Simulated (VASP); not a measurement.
# Sr (Fm-3m) in VASP: notebook

The runs below take Sr through single point, with LDA.

Program: VASP 6.6.1. These are calculated values, not measurements. Logs are shortened: lines on timing, memory, paths and dates and some standing lists are left out, and cuts for length are marked.

### Step 1. The cell of the first run

It takes space group Fm-3m (No. 225, cubic). The conventional cell has a = 4.746 Å, b = 4.746 Å, c = 4.746 Å, α = 90.00°, β = 90.00°, γ = 90.00°. Within 4.4 Å of Sr (site symmetry m-3m) lie 12 Sr at 3.36 Å.

### Step 2. Single point, LDA (26.73 Å³/atom)

The input, INCAR:

```
  ALGO = Normal
  EDIFF = 1E-7
  ENCUT = 520
  ISIF = 2
  ISMEAR = -1
  LASPH = T
  LCHARG = T
  LELF = T
  LREAL = F
  LVHAR = T
  LWAVE = F
  NBANDS = 11
  NELM = 60
  PREC = Accurate
  SIGMA = 0.05
```

The input, KPOINTS:

```
k-points
0
Gamma
  13 13 13
```

The input, POSCAR:

```
Sr
1.0
    0.0000000000      2.3730137551      2.3730137551
    2.3730137551      0.0000000000      2.3730137551
    2.3730137551      2.3730137551      0.0000000000
Sr
1
Direct
    0.0000000000      0.0000000000      0.0000000000
```

Potentials or basis: VASP PAW LDA potentials, release 64 (Sr_sv).

Command:

```console
cat potpaw_LDA.64/Sr_sv/POTCAR > POTCAR
mpirun -np 1 vasp_std > vasp.out
```

OUTCAR:

```text
EDIFF = 1E-7
   ENCUT = 520
   ISIF = 2
   ISMEAR = -1
   LASPH = T
   LREAL = F
   NELM = 60
   PREC = Accurate

 ion  position               nearest neighbor table
   1  0.000  0.000  0.000-

  LATTYP: Found a face centered cubic cell.
 ALAT       =     4.7460275102

  Lattice vectors:

 A1 = (   0.0000000000,   2.3730137551,   2.3730137551)
 A2 = (   2.3730137551,   0.0000000000,   2.3730137551)
 A3 = (   2.3730137551,   2.3730137551,   0.0000000000)

Analysis of symmetry for initial positions (statically):
=====================================================================
 Subroutine PRICEL returns:
 Original cell was already a primitive cell.

 Routine SETGRP: Setting up the symmetry group for a
 face centered cubic supercell.

 Subroutine GETGRP returns: Found 48 space group operations
 (whereof 48 operations were pure point group operations)
 out of a pool of 48 trial point group operations.

The static configuration has the point symmetry O_h .

Analysis of symmetry for dynamics (positions and initial velocities):
=====================================================================
 Subroutine PRICEL returns:
 Original cell was already a primitive cell.

 Routine SETGRP: Setting up the symmetry group for a
 face centered cubic supercell.

 Subroutine GETGRP returns: Found 48 space group operations
 (whereof 48 operations were pure point group operations)
 out of a pool of 48 trial point group operations.

The dynamic configuration has the point symmetry O_h .

 Subroutine INISYM returns: Found 48 space group operations
 (whereof 48 operations are pure point group operations),
 and found     1 'primitive' translations

----------------------------------------------------------------------------------------

                                     Primitive cell

  volume of cell :      26.7258

  direct lattice vectors                    reciprocal lattice vectors
     0.000000000  2.373013755  2.373013755    -0.210702529  0.210702529  0.210702529
     2.373013755  0.000000000  2.373013755     0.210702529 -0.210702529  0.210702529
     2.373013755  2.373013755  0.000000000     0.210702529  0.210702529 -0.210702529

  length of vectors
     3.355948236  3.355948236  3.355948236     0.364947486  0.364947486  0.364947486

  position of ions in fractional coordinates (direct lattice)
     0.000000000  0.000000000  0.000000000

  ion indices of the primitive-cell ions
   primitive index   ion index
                 1           1

----------------------------------------------------------------------------------------

 KPOINTS: k-points

Automatic generation of k-mesh.
 Grid dimensions read from file:
 generate k-points for:   13   13   13

 Generating k-lattice:

  Cartesian coordinates                     Fractional coordinates (reciprocal lattice)
    -0.016207887  0.016207887  0.016207887     0.076923077  0.000000000  0.000000000
     0.016207887 -0.016207887  0.016207887     0.000000000  0.076923077  0.000000000
     0.016207887  0.016207887 -0.016207887     0.000000000  0.000000000  0.076923077

  Length of vectors
     0.028072884  0.028072884  0.028072884

  Shift w.r.t. Gamma in fractional coordinates (k-lattice)
     0.000000000  0.000000000  0.000000000

 Subroutine IBZKPT returns following result:
 ===========================================

 Found     84 irreducible k-points:

 Following reciprocal coordinates:
            Coordinates               Weight
  0.000000  0.000000  0.000000      1.000000
  0.076923  0.000000  0.000000      8.000000
  0.153846  0.000000  0.000000      8.000000
  0.230769  0.000000  0.000000      8.000000
  0.307692  0.000000  0.000000      8.000000
  0.384615  0.000000  0.000000      8.000000
[... 16 lines left out ...]
  0.384615  0.153846  0.000000     24.000000
  0.461538  0.153846  0.000000     24.000000
 [... further k-points ...]
   k-points           NKPTS =     84   k-points in BZ     NKDIM =     84   number of bands    NBANDS=     11
   number of dos      NEDOS =    301   number of ions     NIONS =      1
   total plane-waves  NPLWV =  21952
   dimension x,y,z NGX =    28 NGY =   28 NGZ =   28
   dimension x,y,z NGXF=    56 NGYF=   56 NGZF=   56
   ions per type =               1
   NGX,Y,Z   is equivalent  to a cutoff of  13.87, 13.87, 13.87 a.u.
   NGXF,Y,Z  is equivalent  to a cutoff of  27.74, 27.74, 27.74 a.u.
 SYSTEM =  unknown system
   PREC   = accura    normal or accurate (medium, high low for compatibility)
   ISTART =      0    job   : 0-new  1-cont  2-samecut
   ICHARG =      2    charge: 1-file 2-atom 10-const
   ISPIN  =      1    spin polarized calculation?
   LNONCOLLINEAR =      F non collinear calculations
   LSORBIT =      F    spin-orbit coupling
   LASPH  =      T    aspherical Exc in radial PAW
   ENCUT  =  520.0 eV  38.22 Ry    6.18 a.u.   6.24  6.24  6.24*2*pi/ulx,y,z
   NELM   =     60;   NELMIN=  2; NELMDL= -5     # of ELM steps
   EDIFF  = 0.1E-06   stopping-criterion for ELM
   LREAL  =      F    real-space projection
   EDIFFG = 0.1E-05   stopping-criterion for IOM
   NSW    =      0    number of steps for IOM
   IBRION =     -1    ionic relax: 0-MD 1-quasi-New 2-CG
   NFREE  =      0    steps in history (QN), initial steepest desc. (CG)
   ISIF   =      2    stress and relaxation
   ISYM   =      2    0-nonsym 1-usesym 2-fastsym
   POTIM  = 0.5000    time-step for ionic-motion
   TEBEG  =    0.0;   TEEND  =   0.0 temperature during run
   PSTRESS=    0.0 pullay stress
   NELECT =      10.0000    total number of electrons
   NUPDOWN=      -1.0000    fix difference up-down
   EMIN   =  10.00;   EMAX   =-10.00  energy-range for DOS
   EFERMI =   0.00;   METHOD = LEGACY
   ISMEAR =    -1;   SIGMA  =   0.05  broadening in eV -4-tet -1-fermi 0-gaus
   EFERMI_NEDOS =   21; number of points for ismear=-14 and -15
   IALGO  =     38    algorithm
   IMIX   =      4    mixing-type and parameters
     AMIX     =   0.40;   BMIX     =  1.00
     AMIX_MAG =   1.60;   BMIX_MAG =  1.00
  volume/ion in A,a.u.               =      26.73       180.35
  Fermi-wavevector in a.u.,A,eV,Ry     =   1.179681  2.229274 18.934510  1.391647
  Thomas-Fermi vector in A             =   2.315987
   LORBIT       =      0    0 simple, 1 ext, 2 COOP (PROOUT), +10 PAW based schemes
   GGA     = CA    functional components
   LHFCALC =     F    Hartree Fock is set to
   AEXX    =    0.0000 exact exchange contribution
   IVDW    =     0    specifies the selected vdW correction
   LEPSILON=     F    determine dielectric tensor
   LRPA    =     F    only Hartree local field effects (RPA)
 non-spin polarized calculation
  energy-cutoff  :      520.00
  volume of cell :       26.73
 maximum number of plane-waves:       736
 NGX is ok and might be reduce to    28
   NGX = 13   NGY = 13   NGZ = 13

 number of electron      10.0000000 magnetization

 Free energy of the ion-electron system (eV)
  ---------------------------------------------------
  ext. energy  EPLUGINS =         0.00000000
  ---------------------------------------------------
  free energy    TOTEN  =        -1.00292724 eV

  energy without entropy =       -0.99515970  energy(sigma->0) =       -0.99904347

 E-fermi :   4.4858     XC(G=0): -10.1985

 val. band max:        4.4622418800   @ k =   0.3846   0.3077   0.0000
 cond. band min:       4.4898260025   @ k =  -0.3077   0.2308   0.0000
 fundamental gap:      0.0275841225
 Fermi energy:         4.4858095871

 k-point     1 :       0.0000    0.0000    0.0000
  band No.  band energies     occupation
      1     -30.9404      2.00000
      2     -12.1744      2.00000
      3     -12.1744      2.00000
      4     -12.1744      2.00000
      5       0.5075      2.00000
      6       7.6177      0.00000
      7       7.6177      0.00000
      8       7.6177      0.00000
      9      10.7209      0.00000
     10      10.7209      0.00000
     11      14.3177      0.00000

 k-point     2 :       0.0769    0.0000    0.0000
  band No.  band energies     occupation
      1     -30.9239      2.00000
      2     -12.2981      2.00000
      3     -12.1875      2.00000
      4     -12.1875      2.00000
      5       0.7276      2.00000
      6       7.3551      0.00000
      7       7.7187      0.00000
      8       7.7187      0.00000
      9      10.5560      0.00000
     10      10.5560      0.00000
     11      14.8294      0.00000

 k-point     3 :       0.1538    0.0000    0.0000
  band No.  band energies     occupation
      1     -30.8776      2.00000
      2     -12.6267      2.00000
      3     -12.2237      2.00000
      4     -12.2237      2.00000
      5       1.3193      2.00000
      6       6.8089      0.00000
      7       7.9321      0.00000
      8       7.9321      0.00000
      9      10.2858      0.00000
     10      10.2858      0.00000
     11      15.5992      0.00000

 k-point     4 :       0.2308    0.0000    0.0000
  band No.  band energies     occupation
      1     -30.8113      2.00000
      2     -13.0599      2.00000
      3     -12.2739      2.00000
      4     -12.2739      2.00000
      5       2.0819      2.00000
      6       6.3732      0.00000
      7       7.9761      0.00000
      8       7.9761      0.00000
      9      10.4031      0.00000
     10      10.4031      0.00000
     11      14.8970      0.00000

 k-point     5 :       0.3077    0.0000    0.0000
  band No.  band energies     occupation
      1     -30.7395      2.00000
      2     -13.4888      2.00000
      3     -12.3262      2.00000
      4     -12.3262      2.00000
      5       2.7026      2.00000
      6       6.3540      0.00000
      7       7.7418      0.00000
      8       7.7418      0.00000
      9      11.1119      0.00000
     10      11.1119      0.00000
     11      14.2188      0.00000
[... 211 lines left out ...]
 k-point    21 :       0.2308    0.1538    0.0000
  band No.  band energies     occupation
      1     -30.8071      2.00000
      2     -12.8936      2.00000
      3     -12.3854      2.00000
      4     -12.3731      2.00000
      5       2.1810      2.00000
      6       5.8918      0.00000
      7       7.9526      0.00000
      8       8.6042      0.00000
      9       9.0691      0.00000
     10      11.3434      0.00000
     11      17.2338      0.00000

 k-point    22 :       0.3077    0.1538    0.0000
  band No.  band energies     occupation
      1     -30.7437      2.00000
      2     -13.2484      2.00000
      3     -12.4451      2.00000
      4     -12.4419      2.00000
      5       2.8795      2.00000
      6       5.6339      0.00000
      7       7.2590      0.00000
      8       8.6373      0.00000
      9       9.9825      0.00000
     10      11.8335      0.00000
     11      16.4424      0.00000

 k-point    23 :       0.3846    0.1538    0.0000
  band No.  band energies     occupation
      1     -30.6809      2.00000
      2     -13.5755      2.00000
      3     -12.5306      2.00000
      4     -12.4844      2.00000
      5       3.4100      2.00000
      6       5.6984      0.00000
      7       6.8314      0.00000
      8       8.4119      0.00000
      9      11.1358      0.00000
     10      12.6178      0.00000
     11      15.8616      0.00000

 k-point    24 :       0.4615    0.1538    0.0000
  band No.  band energies     occupation
      1     -30.6333      2.00000
      2     -13.8063      2.00000
      3     -12.6205      2.00000
      4     -12.4952      2.00000
      5       3.6426      2.00000
      6       5.7951      0.00000
      7       6.9686      0.00000
      8       8.1381      0.00000
      9      12.3263      0.00000
     10      13.1870      0.00000
     11      15.6692      0.00000

 [... further k-points ...]

------------------------ aborting loop because EDIFF is reached ----------------------------------------

  FORCE on cell =-STRESS in cart. coord.  units (eV):
  Direction    XX          YY          ZZ          XY          YZ          ZX
  --------------------------------------------------------------------------------------
  -------------------------------------------------------------------------------------
  Total        3.1520292      3.1520292      3.1520292      0.0000000      0.0000000     -0.0000000
  in kB      188.9600723    188.9600723    188.9600723      0.0000000      0.0000000     -0.0000000
  external PRESSURE =     188.9600723 kB  Pullay stress =       0.0000000 kB

 VOLUME and BASIS-vectors are now :
 -----------------------------------------------------------------------------
  energy-cutoff  :      520.00
  volume of cell :       26.73
      direct lattice vectors                 reciprocal lattice vectors
     0.000000000  2.373013755  2.373013755    -0.210702529  0.210702529  0.210702529
     2.373013755  0.000000000  2.373013755     0.210702529 -0.210702529  0.210702529
     2.373013755  2.373013755  0.000000000     0.210702529  0.210702529 -0.210702529

 POSITION                                       TOTAL-FORCE (eV/Angst)
 -----------------------------------------------------------------------------------
      0.00000      0.00000      0.00000        -0.000000      0.000000     -0.000000
 -----------------------------------------------------------------------------------
    total drift:                                0.000000     -0.000000     -0.000000

  FREE ENERGIE OF THE ION-ELECTRON SYSTEM (eV)
  ---------------------------------------------------
  free  energy   TOTEN  =        -1.0029272382 eV

  energy  without entropy=       -0.9951596960  energy(sigma->0) =       -0.99904347
```

Wall time 51 s (1 thread of Intel Xeon 8259CL, shared host); peak memory 0.16 GiB.

What came out:

| Quantity | Value |
| --- | --- |
| Free energy | -1.0029 eV |
| Pressure | 18.9 GPa |
| Band gap on the k mesh | zero (bands 5 and 6 overlap by 0.92 eV) |

Caveat: the cell stands under pressure.

### Step 3. Single point, LDA (26.73 Å³/atom)

The input, INCAR:

```
SYSTEM = Sr
PREC = Accurate
ENCUT = 520
EDIFF = 1E-6
ISMEAR = -1
SIGMA = 0.05
LREAL = .FALSE.
LASPH = .TRUE.
NELM = 60
ALGO = Normal
ISIF = 2
LWAVE = .FALSE.
LCHARG = .TRUE.
GGA = CA
LELF = .TRUE.
LVHAR = .TRUE.
NBANDS = 11
```

The input, KPOINTS:

```
Automatic mesh
0
G
  13 13 13
  0 0 0
```

POSCAR is that of step 2.

Potentials or basis: VASP PAW LDA potentials, release 64 (Sr_sv).

Command:

```console
cat potpaw_LDA.64/Sr_sv/POTCAR > POTCAR
mpirun -np 1 vasp_std > vasp.out
```

It took 36 s on 1 thread of Intel Xeon 8259CL, shared host; peak memory 0.16 GiB.

Results (log left out):

| Item | Value |
| --- | --- |
| Free energy | -1.0029 eV |
| Pressure | 18.9 GPa |
| Band gap on the k mesh | zero (bands 5 and 6 overlap by 0.92 eV) |

Levels at points of the mesh, in eV from the Fermi level:
```tsv
k point	band 1	band 2	band 3	band 4	band 5	band 6	band 7	band 8	band 9	band 10
(0.00, 0.00, 0.00)	-35.43	-16.66	-16.66	-16.66	-3.98	3.13	3.13	3.13	6.24	6.24
```

Caveat: the cell stands under pressure.

(Continued in part 2 of 2.)
